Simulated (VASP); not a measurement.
Runs of VASP 6.6.1 on C. The structure is that of space group Fd-3m (No. 227), or close to it. The cells are those of the table. 

```tsv
task	cell	gap on the mesh (eV)	pressure (GPa)	largest force (eV/Å)
single point	a = 2.522 Å, angles 60.0°, 2 atoms	4.13	(a)	-
electric field gradients	a = 2.522, b = 2.522, c = 2.541 Å, angles 59.8, 59.8, 59.5°, 2 atoms	4.10	2.6	0.05
single point	a = 2.522, b = 2.522, c = 2.541 Å, angles 59.8, 59.8, 59.5°, 2 atoms	4.10	2.6	0.05
electric field gradients	a = 2.522, b = 2.522, c = 2.484 Å, angles 60.5, 60.5, 61.0°, 2 atoms	4.02	2.9	0.10
single point	a = 2.522, b = 2.522, c = 2.484 Å, angles 60.5, 60.5, 61.0°, 2 atoms	4.02	2.9	0.10
```

Alike in all rows: level PBE; potentials or basis VASP PAW PBE potentials, release 64 (C); no spin polarisation; k mesh 16 × 16 × 16; cutoff (eV) 520; smearing fermi-dirac 0.03 eV.

Problem. Fill in the values left out.

Solution. (a) 2.4.

A k mesh can miss the band edges.
